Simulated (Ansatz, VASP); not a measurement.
One calculation of NiF, two programs

```xyz
2
Lattice="0.0000 2.3656 2.3656 2.3656 0.0000 2.3656 2.3656 2.3656 0.0000" Properties=species:S:1:pos:R:3 pbc="T T T"
Ni    0.0000    0.0000    0.0000
F     3.5484    3.5484    3.5484
```

Change from the starting cell: volume scaled by 1.04.

Alike in both runs: task single point; functional PBE; k mesh 10 × 10 × 10; occupations fermi-dirac, width 0.05 eV; collinear spin.

|  | VASP | Ansatz |
| --- | --- | --- |
| version | VASP 6.6.1 | Ansatz 0.2.0 |
| potentials or method | VASP PAW PBE potentials, release 64 (Ni, F), cutoff 520 eV | all-electron LAPW, scalar-relativistic |

|  | VASP | Ansatz | Ansatz less VASP |
| --- | --- | --- | --- |
| gap on the k mesh at the Fermi level (eV) | none | none | - |
| pressure (GPa) | 3.6 | 3.6 | +0.02 |
| net moment per atom (μB) | 0.59 | 0.59 | +0.005 |
| size of the moment on the site where the two differ most (μB) | 1.14 | 1.16 | +0.015 |

Site moments also hang on the region over which each program counts them. A gap of «none» marks a metal or a gap that the smearing closes. Ansatz ran all-electron here, and VASP with PAW potentials.
